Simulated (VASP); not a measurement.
Write the native input for VASP 6.6.1 that does the following.

- Task: single point
- Functional: PBE
- Potentials or basis: VASP PAW PBE potentials, release 64 (Pb_d, S)
- Cutoff: 520 eV
- k mesh: 10 × 10 × 10
- Occupations: gaussian, width 0.05 eV
- Spin: no spin polarisation
- Dipole correction: no
- Further INCAR settings: ALGO = Normal; EDIFF = 1e-06; NBANDS = 17

The structure of PbS lies in POSCAR:

```
PbS
1.0
    0.0128083776      2.9969965802      3.0010690896
    2.9801116898      0.0071172060      3.0067602611
    2.9688834601      2.9914595221      0.0183454357
Pb S
1 1
Direct
    0.5037303816      0.5089198493      0.5079260499
   -0.0037303816     -0.0089198493     -0.0079260499
```

This cell differs from its parent crystal: atoms moved at random and the cell strained at random.

These files were run (other wordings do the same):

INCAR

```
PREC = Accurate
ENCUT = 520
EDIFF = 1E-6
ISMEAR = 0
SIGMA = 0.05
LREAL = False
LASPH = True
NELM = 60
ALGO = Normal
ISIF = 2
LWAVE = False
LCHARG = True
GGA = PE
LELF = True
LVHAR = True
NBANDS = 17
```

KPOINTS

```
Automatic mesh
0
Gamma
  10 10 10
```

Potentials or basis: VASP PAW PBE potentials, release 64 (Pb_d, S).

Run with:

```console
$ cat potpaw_PBE.64/Pb_d/POTCAR potpaw_PBE.64/S/POTCAR > POTCAR
$ mpirun -np 1 vasp_std > vasp.out
```

Results of the run:

The pressure is 1.4 GPa. The largest force is 0.085 eV/Å and the band gap on the k mesh is 0.48 eV.

Caveat: the cell differs from its parent crystal (atoms moved at random and the cell strained at random); spin-orbit coupling is left out, which moves the levels of the heavy elements.

Run time: 120 s on 1 thread of Intel(R) Xeon(R) 6975P-C (Granite Rapids), with other jobs on the host, peak memory 0.51 GiB.
